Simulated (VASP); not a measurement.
Ta2H:

```
Ta H
1.0
     2.91906    0.00000    0.00000
     1.11172    2.69908    0.00000
    -0.49349   -0.33045    4.84764
Ta H
2 1
Direct
  0.23364 0.23364 0.26256
  0.76636 0.76636 0.73744
  0.50000 0.50000 0.00000
```

Base run:

| Quantity | Value |
| --- | --- |
| Program | VASP 6.6.1 |
| Functional | BLYP |
| Potentials or basis | VASP PAW PBE potentials, release 64 (Ta_pv, H) |
| Cutoff | 520 eV |
| k mesh | 10 × 10 × 6 |
| Occupations | methfessel-paxton, width 0.1 eV |
| Spin | no spin polarisation |

Its results: pressure 10.0 GPa; largest force 0.117 eV/Å.

The run is repeated on the same cell with these changes: functional from BLYP to LDA; potentials or basis from VASP PAW PBE potentials, release 64 (Ta_pv, H) to VASP PAW LDA potentials, release 64 (Ta_pv, H). What comes out?

Pressure -8.1 GPa; largest force 0.092 eV/Å.

Caveats: the PAW data sets were made with another functional, which shifts forces and pressure a little (some runs).
